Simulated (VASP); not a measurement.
Set up this calculation in VASP 6.6.1, as the native input.

* Task: single point
* Functional: PBE
* Potentials or basis: VASP PAW PBE potentials, release 64 (Si, C)
* Cutoff: 600 eV
* k mesh: 10 × 10 × 10
* Occupations: gaussian, width 0.02 eV
* Spin: no spin polarisation
* Dipole correction: no
* Further INCAR settings: ALGO = Normal; EDIFF = 1e-06; NBANDS = 11

The structure of SiC lies in POSCAR:

```
SiC
1.0
    0.0100465858      2.2017106928      2.1845525596
    2.2017106928      0.0100465858      2.1845525596
    2.2117572785      2.2117572785     -0.0000000001
Si C
1 1
Direct
    0.0004099706      0.0004099706     -0.0004099706
    0.2495900294      0.2495900294      0.2504099706
```

This cell differs from its parent crystal: strained cell.

These files were run (other wordings do the same):

INCAR

```
SYSTEM = SiC
PREC = Accurate
ENCUT = 600
EDIFF = 1E-6
ISMEAR = 0
SIGMA = 0.02
LREAL = .FALSE.
LASPH = .TRUE.
NELM = 120
ALGO = Normal
ISIF = 2
LWAVE = .FALSE.
LCHARG = .FALSE.
GGA = PE
NBANDS = 11
GGA_COMPAT = .FALSE.
```

KPOINTS

```
Automatic mesh
0
G
  10 10 10
  0 0 0
```

Potentials or basis: VASP PAW PBE potentials, release 64 (Si, C).

Command:

```bash
$ cat potpaw_PBE.64/Si/POTCAR potpaw_PBE.64/C/POTCAR > POTCAR
$ mpirun -np 1 vasp_std > vasp.out
```

It gave:

```
Pressure               : -1.9 GPa
Band gap on the k mesh : 1.29 eV (least direct gap 4.44 eV)
```

Caveat: the cell differs from its parent crystal (strained cell).

It took 47 s on 1 thread of Intel Xeon 8259CL, on a shared host, peak memory 0.19 GiB.
